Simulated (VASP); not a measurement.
# PbS (Galena): relaxation of cell and atoms with HSE06

The system is PbS (Galena).

```xyz
2
Lattice="0.0000 2.9657 2.9657 2.9657 0.0000 2.9657 2.9657 2.9657 0.0000" Properties=species:S:1:pos:R:3 pbc="T T T"
Pb    0.0000    0.0000    0.0000
S     2.9657    2.9657    2.9657
```

| Item | Value |
| --- | --- |
| Program | VASP 6.6.1 |
| Task | relaxation of cell and atoms |
| Functional | HSE06 |
| Potentials or basis | VASP PAW PBE potentials, release 64 (Pb_d, S) |
| Cutoff | 600 eV |
| k mesh | 4 × 4 × 4 |
| Occupations | fermi-dirac, width 0.05 eV |
| Spin | no spin polarisation |
| Dipole correction | no |
| Grid for exact exchange (PRECFOCK) | Normal |
| Further INCAR settings | ALGO = Normal; EDIFF = 1e-06; IBRION = 2; EDIFFG = -0.01; NSW = 60; ISIF = 3 |
| Screening parameter | 0.2079 1/Å |

```json
{
  "Relaxed volume": "26.60 Å³/atom",
  "Relaxed cell": "a = 4.221 Å, b = 4.221 Å, c = 4.221 Å, α = 60.00°, β = 60.00°, γ = 60.00°",
  "Space group after relaxing (to 0.05 Å)": "Fm-3m (No. 225)",
  "Energy gained by relaxing": "1.9 meV/atom",
  "Ionic steps": "4",
  "Pressure after relaxing": "0.0 GPa",
  "Band gap on the k mesh": "0.88 eV, direct"
}
```

Step by step:
```csv
step,energy change (eV),largest force (eV/Å),pressure (GPa),volume (Å³)
1,0.0000,0.0000,1.18,52.17
2,-0.0033,0.0000,-0.29,53.63
3,-0.0039,0.0000,-0.07,53.26
4,-0.0039,0.0000,-0.02,53.19
```

Final structure:
```
Pb S
1.0
     0.00000    2.98495    2.98495
     2.98495    0.00000    2.98495
     2.98495    2.98495    0.00000
Pb S
1 1
Cartesian
  0.0000 0.0000 0.0000
  2.9850 2.9850 2.9850
```

Levels at points of the mesh, in eV from the valence-band top:
| k point | band 7 | band 8 | band 9 | band 10 | band 11 | band 12 | band 13 | band 14 |
| --- | --- | --- | --- | --- | --- | --- | --- | --- |
| (0.00, 0.00, 0.00) | -6.42 | -2.42 | -2.42 | -2.42 | 6.01 | 6.01 | 6.01 | 7.50 |
| (0.50, 0.00, 0.00) | -9.52 | -2.03 | -2.03 | 0.00 | 0.88 | 2.55 | 2.55 | 9.46 |
| (0.50, 0.50, 0.00) | -7.65 | -5.65 | -3.77 | -3.77 | 4.48 | 6.43 | 6.53 | 6.53 |

Run time: 22 min on 1 thread of Intel(R) Xeon(R) 6975P-C (Granite Rapids), with other jobs on the host, peak memory 0.32 GiB.

Caveat: the k points lie up to 0.46 Å⁻¹ apart in the final cell; the PAW data sets were made with another functional, which shifts forces and pressure a little; spin-orbit coupling is left out, which moves the levels of the heavy elements. Zero-point motion and thermal expansion aren't in these numbers.
